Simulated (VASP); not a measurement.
# Zr3Si2 (P4/mbm) in VASP: notebook

The runs below take Zr3Si2 through single point, with PBEsol.

All numbers are computed with VASP 6.6.1; they aren't measurements. Logs are shortened: lines on timing, memory, paths and dates and some standing lists are left out, and cuts for length are marked.

### Step 1. The cell of the first run

It takes space group P4/mbm (No. 127, tetragonal). The conventional cell has a = 7.207 Å, b = 7.207 Å, c = 3.717 Å, α = 90.00°, β = 90.00°, γ = 90.00°. Zr (site symmetry m2m) has 6 Si at 2.78 to 2.86 Å and 11 Zr at 3.25 to 3.77 Å within 3.8 Å. Zr (site symmetry 4/m) has 4 Si at 2.86 Å and 10 Zr at 3.25 to 3.72 Å within 3.8 Å. Within 3.3 Å of Si (site symmetry m2m) lie 1 Si at 2.50 Å and 8 Zr at 2.78 to 2.86 Å.

### Step 2. Single point, PBEsol (equal strain along all axes, cell held: +2.0 %, then relaxed in part)

INCAR

```
SYSTEM = Zr3Si2
PREC = Accurate ; ENCUT = 520
EDIFF = 1E-7 ; ISMEAR = 0
SIGMA = 0.1 ; LREAL = .False.
LASPH = .True. ; NELM = 100
ALGO = Fast ; ISIF = 2
LWAVE = .False. ; LCHARG = .False.
GGA = PS ; NBANDS = 55
```

KPOINTS

```
regular mesh
0
Gamma
  6 6 10
  0 0 0
```

POSCAR

```
Zr3Si2
1.0
    7.2068893752      0.0000000000      0.0000000000
    0.0000000000      7.2068893752      0.0000000000
    0.0000000000      0.0000000000      3.7173805511
Zr Si
6 4
Direct
    0.1736827227      0.6736827227      0.5000000000
    0.8263172773      0.3263172773      0.5000000000
    0.3263172773      0.1736827227      0.5000000000
    0.6736827227      0.8263172773      0.5000000000
    0.0000000000      0.0000000000      0.0000000000
    0.5000000000      0.5000000000      0.0000000000
    0.6228502538      0.1228502538      0.0000000000
    0.3771497462      0.8771497462      0.0000000000
    0.8771497462      0.6228502538      0.0000000000
    0.1228502538      0.3771497462      0.0000000000
```

Potentials or basis: VASP PAW PBE potentials, release 64 (Zr_sv, Si).

The run is started by

```console
$ cat potpaw_PBE.64/Zr_sv/POTCAR potpaw_PBE.64/Si/POTCAR > POTCAR
$ mpirun -np 1 vasp_std > vasp.out
```

OUTCAR:

```text
SYSTEM = Zr3Si2
   PREC = Accurate
   ENCUT = 520
   EDIFF = 1E-7
   ISMEAR = 0
   LREAL = .False.
   LASPH = .True.
   NELM = 100
   ISIF = 2
   GGA = PS

 ion  position               nearest neighbor table
   1  0.174  0.674  0.500-   8 2.78   8 2.78  10 2.86   9 2.86   9 2.86  10 2.86   6 3.25   6 3.25
                             5 3.25   5 3.25   2 3.54   3 3.77   4 3.77   3 3.77   4 3.77
   2  0.826  0.326  0.500-   7 2.78   7 2.78  10 2.86   9 2.86   9 2.86  10 2.86   6 3.25   6 3.25
                             5 3.25   5 3.25   1 3.54   3 3.77   4 3.77   4 3.77   3 3.77
   3  0.326  0.174  0.500-  10 2.78  10 2.78   7 2.86   7 2.86   8 2.86   8 2.86   6 3.25   6 3.25
                             5 3.25   5 3.25   4 3.54   2 3.77   1 3.77   1 3.77   2 3.77
   4  0.674  0.826  0.500-   9 2.78   9 2.78   7 2.86   7 2.86   8 2.86   8 2.86   6 3.25   6 3.25
                             5 3.25   5 3.25   3 3.54   2 3.77   1 3.77   2 3.77   1 3.77
   5  0.000  0.000  0.000-   7 2.86   8 2.86   9 2.86  10 2.86   1 3.25   2 3.25   3 3.25   4 3.25
                             1 3.25   2 3.25   3 3.25   4 3.25
   6  0.500  0.500  0.000-   7 2.86   8 2.86   9 2.86  10 2.86   1 3.25   2 3.25   3 3.25   4 3.25
                             1 3.25   2 3.25   3 3.25   4 3.25
   7  0.623  0.123  0.000-   8 2.50   2 2.78   2 2.78   3 2.86   4 2.86   3 2.86   4 2.86   5 2.86
                             6 2.86
   8  0.377  0.877  0.000-   7 2.50   1 2.78   1 2.78   3 2.86   4 2.86   3 2.86   4 2.86   5 2.86
                             6 2.86
   9  0.877  0.623  0.000-  10 2.50   4 2.78   4 2.78   2 2.86   1 2.86   2 2.86   1 2.86   5 2.86
                             6 2.86
  10  0.123  0.377  0.000-   9 2.50   3 2.78   3 2.78   2 2.86   1 2.86   2 2.86   1 2.86   5 2.86
                             6 2.86

  LATTYP: Found a simple tetragonal cell.
 ALAT       =     7.2068893752
 C/A-ratio  =     0.5158092982

  Lattice vectors:

 A1 = (   7.2068893752,   0.0000000000,   0.0000000000)
 A2 = (   0.0000000000,   7.2068893752,   0.0000000000)
 A3 = (   0.0000000000,   0.0000000000,   3.7173805511)

Analysis of symmetry for initial positions (statically):
=====================================================================
 Subroutine PRICEL returns:
 Original cell was already a primitive cell.

 Routine SETGRP: Setting up the symmetry group for a
 simple tetragonal supercell.

 Subroutine GETGRP returns: Found 16 space group operations
 (whereof  8 operations were pure point group operations)
 out of a pool of 16 trial point group operations.

The static configuration has the point symmetry C_4h.
 The point group associated with its full space group is D_4h.

Analysis of symmetry for dynamics (positions and initial velocities):
=====================================================================
 Subroutine PRICEL returns:
 Original cell was already a primitive cell.

 Routine SETGRP: Setting up the symmetry group for a
 simple tetragonal supercell.

 Subroutine GETGRP returns: Found 16 space group operations
 (whereof  8 operations were pure point group operations)
 out of a pool of 16 trial point group operations.

The dynamic configuration has the point symmetry C_4h.
 The point group associated with its full space group is D_4h.

 Subroutine INISYM returns: Found 16 space group operations
 (whereof  8 operations are pure point group operations),
 and found     1 'primitive' translations

----------------------------------------------------------------------------------------

                                     Primitive cell

  volume of cell :     193.0780

  direct lattice vectors                    reciprocal lattice vectors
     7.206889375  0.000000000  0.000000000     0.138756119  0.000000000  0.000000000
     0.000000000  7.206889375  0.000000000     0.000000000  0.138756119  0.000000000
     0.000000000  0.000000000  3.717380551     0.000000000  0.000000000  0.269006626

  length of vectors
     7.206889375  7.206889375  3.717380551     0.138756119  0.138756119  0.269006626

  position of ions in fractional coordinates (direct lattice)
     0.173682723  0.673682723  0.500000000
     0.826317277  0.326317277  0.500000000
     0.326317277  0.173682723  0.500000000
     0.673682723  0.826317277  0.500000000
     0.000000000  0.000000000  0.000000000
     0.500000000  0.500000000  0.000000000
     0.622850254  0.122850254  0.000000000
     0.377149746  0.877149746  0.000000000
     0.877149746  0.622850254  0.000000000
     0.122850254  0.377149746  0.000000000

  ion indices of the primitive-cell ions
   primitive index   ion index
                 1           1
                 2           2
                 3           3
                 4           4
                 5           5
                 6           6
                 7           7
                 8           8
                 9           9
                10          10

----------------------------------------------------------------------------------------

 KPOINTS: regular mesh

Automatic generation of k-mesh.
 Grid dimensions read from file:
 generate k-points for:    6    6   10

 Generating k-lattice:

  Cartesian coordinates                     Fractional coordinates (reciprocal lattice)
     0.023126020  0.000000000  0.000000000     0.166666667  0.000000000  0.000000000
     0.000000000  0.023126020  0.000000000     0.000000000  0.166666667  0.000000000
     0.000000000  0.000000000  0.026900663     0.000000000  0.000000000  0.100000000

  Length of vectors
     0.023126020  0.023126020  0.026900663

  Shift w.r.t. Gamma in fractional coordinates (k-lattice)
     0.000000000  0.000000000  0.000000000

 Subroutine IBZKPT returns following result:
 ===========================================

 Found     60 irreducible k-points:

 Following reciprocal coordinates:
            Coordinates               Weight
  0.000000  0.000000  0.000000      1.000000
  0.166667  0.000000  0.000000      4.000000
  0.333333  0.000000  0.000000      4.000000
  0.500000  0.000000  0.000000      2.000000
  0.166667  0.166667  0.000000      4.000000
  0.333333  0.166667  0.000000      8.000000
[... 16 lines left out ...]
  0.333333  0.000000  0.200000      8.000000
  0.500000  0.000000  0.200000      4.000000
 [... further k-points ...]
   k-points           NKPTS =     60   k-points in BZ     NKDIM =     60   number of bands    NBANDS=     55
   number of dos      NEDOS =    301   number of ions     NIONS =     10
   total plane-waves  NPLWV =  81648
   dimension x,y,z NGX =    54 NGY =   54 NGZ =   28
   dimension x,y,z NGXF=   108 NGYF=  108 NGZF=   56
   ions per type =               6   4
   NGX,Y,Z   is equivalent  to a cutoff of  12.46, 12.46, 12.52 a.u.
   NGXF,Y,Z  is equivalent  to a cutoff of  24.91, 24.91, 25.04 a.u.
 SYSTEM =  Zr3Si2
   PREC   = accura    normal or accurate (medium, high low for compatibility)
   ISTART =      0    job   : 0-new  1-cont  2-samecut
   ICHARG =      2    charge: 1-file 2-atom 10-const
   ISPIN  =      1    spin polarized calculation?
   LNONCOLLINEAR =      F non collinear calculations
   LSORBIT =      F    spin-orbit coupling
   LASPH  =      T    aspherical Exc in radial PAW
   ENCUT  =  520.0 eV  38.22 Ry    6.18 a.u.  13.40 13.40  6.91*2*pi/ulx,y,z
   NELM   =    100;   NELMIN=  2; NELMDL= -5     # of ELM steps
   EDIFF  = 0.1E-06   stopping-criterion for ELM
   LREAL  =      F    real-space projection
   EDIFFG = 0.1E-05   stopping-criterion for IOM
   NSW    =      0    number of steps for IOM
   IBRION =     -1    ionic relax: 0-MD 1-quasi-New 2-CG
   NFREE  =      0    steps in history (QN), initial steepest desc. (CG)
   ISIF   =      2    stress and relaxation
   ISYM   =      2    0-nonsym 1-usesym 2-fastsym
   POTIM  = 0.5000    time-step for ionic-motion
   TEBEG  =    0.0;   TEEND  =   0.0 temperature during run
   PSTRESS=    0.0 pullay stress
   NELECT =      88.0000    total number of electrons
   NUPDOWN=      -1.0000    fix difference up-down
   EMIN   =  10.00;   EMAX   =-10.00  energy-range for DOS
   EFERMI =   0.00;   METHOD = LEGACY
   ISMEAR =     0;   SIGMA  =   0.10  broadening in eV -4-tet -1-fermi 0-gaus
   EFERMI_NEDOS =   21; number of points for ismear=-14 and -15
   IALGO  =     68    algorithm
   IMIX   =      4    mixing-type and parameters
     AMIX     =   0.40;   BMIX     =  1.00
     AMIX_MAG =   1.60;   BMIX_MAG =  1.00
  volume/ion in A,a.u.               =      19.31       130.30
  Fermi-wavevector in a.u.,A,eV,Ry     =   1.259867  2.380804 21.596060  1.587266
  Thomas-Fermi vector in A             =   2.393406
   LORBIT       =      0    0 simple, 1 ext, 2 COOP (PROOUT), +10 PAW based schemes
   GGA     = PS    functional components
   LHFCALC =     F    Hartree Fock is set to
   AEXX    =    0.0000 exact exchange contribution
   IVDW    =     0    specifies the selected vdW correction
   LEPSILON=     F    determine dielectric tensor
   LRPA    =     F    only Hartree local field effects (RPA)
 non-spin polarized calculation
 RMM-DIIS sequential band-by-band and
 Gauss-broadening in eV      SIGMA  =   0.10
  energy-cutoff  :      520.00
  volume of cell :      193.08
 maximum number of plane-waves:      5246
 NGX is ok and might be reduce to    54
   NGX = 27   NGY = 27   NGZ = 13

 number of electron      88.0000000 magnetization

 Free energy of the ion-electron system (eV)
  ---------------------------------------------------
  ext. energy  EPLUGINS =         0.00000000
  ---------------------------------------------------
  free energy    TOTEN  =       -86.83823717 eV

  energy without entropy =      -86.80013717  energy(sigma->0) =      -86.81918717

 E-fermi :   8.9600     XC(G=0): -11.3076

 val. band max:        8.9442221046   @ k =   0.1667   0.1667   0.0000
 cond. band min:       8.9629286853   @ k =   0.3333   0.0000   0.3000
 fundamental gap:      0.0187065807
 Fermi energy:         8.9600425276

 k-point     1 :       0.0000    0.0000    0.0000
  band No.  band energies     occupation
      1     -39.4318      2.00000
      2     -39.3964      2.00000
      3     -39.3954      2.00000
      4     -39.3954      2.00000
      5     -39.2875      2.00000
      6     -39.2645      2.00000
[... 47 lines left out ...]
     54      11.5502      0.00000
     55      11.5558      0.00000

 k-point     2 :       0.1667    0.0000    0.0000
  band No.  band energies     occupation
      1     -39.4298      2.00000
      2     -39.3994      2.00000
      3     -39.3954      2.00000
      4     -39.3952      2.00000
      5     -39.2855      2.00000
      6     -39.2657      2.00000
[... 47 lines left out ...]
     54      11.6655      0.00000
     55      11.9241      0.00000

 k-point     3 :       0.3333    0.0000    0.0000
  band No.  band energies     occupation
      1     -39.4241      2.00000
      2     -39.4067      2.00000
      3     -39.3953      2.00000
      4     -39.3952      2.00000
      5     -39.2805      2.00000
      6     -39.2692      2.00000
[... 1152 lines left out ...]
 k-point    23 :       0.3333    0.0000    0.2000
  band No.  band energies     occupation
      1     -39.4157      2.00000
      2     -39.4019      2.00000
      3     -39.3925      2.00000
      4     -39.3922      2.00000
      5     -39.2803      2.00000
      6     -39.2725      2.00000
[... 47 lines left out ...]
     54      11.7870      0.00000
     55      12.0483      0.00000

 k-point    24 :       0.5000    0.0000    0.2000
  band No.  band energies     occupation
      1     -39.4090      2.00000
      2     -39.4090      2.00000
      3     -39.3923      2.00000
      4     -39.3923      2.00000
      5     -39.2762      2.00000
      6     -39.2762      2.00000
[... 47 lines left out ...]
     54      11.8354      0.00000
     55      12.0907      0.00000

 [... further k-points ...]
[... 5 lines left out ...]
  --------------------------------------------------------------------------------------
  -------------------------------------------------------------------------------------
  Total       -9.2989614     -9.2989614     -8.1207187      0.0000000      0.0000000     -0.0000000
  in kB      -77.1635669    -77.1635669    -67.3864092      0.0000000      0.0000000     -0.0000000
  external PRESSURE =     -73.9045143 kB  Pullay stress =       0.0000000 kB

 VOLUME and BASIS-vectors are now :
 -----------------------------------------------------------------------------
  energy-cutoff  :      520.00
  volume of cell :      193.08
      direct lattice vectors                 reciprocal lattice vectors
     7.206889375  0.000000000  0.000000000     0.138756119  0.000000000  0.000000000
     0.000000000  7.206889375  0.000000000     0.000000000  0.138756119  0.000000000
     0.000000000  0.000000000  3.717380551     0.000000000  0.000000000  0.269006626

 POSITION                                       TOTAL-FORCE (eV/Angst)
 -----------------------------------------------------------------------------------
      1.25171      4.85516      1.85869         0.002336      0.002336      0.000000
      5.95518      2.35173      1.85869        -0.002336     -0.002336     -0.000000
      2.35173      1.25171      1.85869        -0.002336      0.002336      0.000000
      4.85516      5.95518      1.85869         0.002336     -0.002336     -0.000000
      0.00000      0.00000      0.00000         0.000000      0.000000      0.000000
      3.60344      3.60344      0.00000         0.000000      0.000000      0.000000
      4.48881      0.88537      0.00000         0.003835      0.003835     -0.000000
      2.71808      6.32152      0.00000        -0.003835     -0.003835      0.000000
      6.32152      4.48881      0.00000        -0.003835      0.003835      0.000000
      0.88537      2.71808      0.00000         0.003835     -0.003835     -0.000000
 -----------------------------------------------------------------------------------
    total drift:                                0.000000      0.000000      0.000000

  FREE ENERGIE OF THE ION-ELECTRON SYSTEM (eV)
  ---------------------------------------------------
  free  energy   TOTEN  =       -86.8382371724 eV

  energy  without entropy=      -86.8001371712  energy(sigma->0) =      -86.81918717
```

It took 14 min on 1 thread of Intel Xeon 6975P-C (Granite Rapids), shared host; peak memory 0.58 GiB.

What came out:

```
Free energy            : -86.8382 eV
Pressure               : -7.4 GPa
Largest force          : 0.005 eV/Å
Band gap on the k mesh : zero (bands 44 and 45 overlap by 1.09 eV)
```

Forces on the atoms (eV/Å):
```
Zr   0.002  0.002  0.000
Zr  -0.002 -0.002  0.000
Zr  -0.002  0.002  0.000
Zr   0.002 -0.002  0.000
Zr   0.000  0.000  0.000
Zr   0.000  0.000  0.000
Si   0.004  0.004  0.000
Si  -0.004 -0.004  0.000
Si  -0.004  0.004  0.000
Si   0.004 -0.004  0.000
```

Caveat: the cell differs from its parent crystal (equal strain along all axes, cell held: +2.0 %, then relaxed in part); the cell stands under tension; the PAW data sets were made with another functional, which shifts forces and pressure a little.

(Part 1 of 2 ends here.)
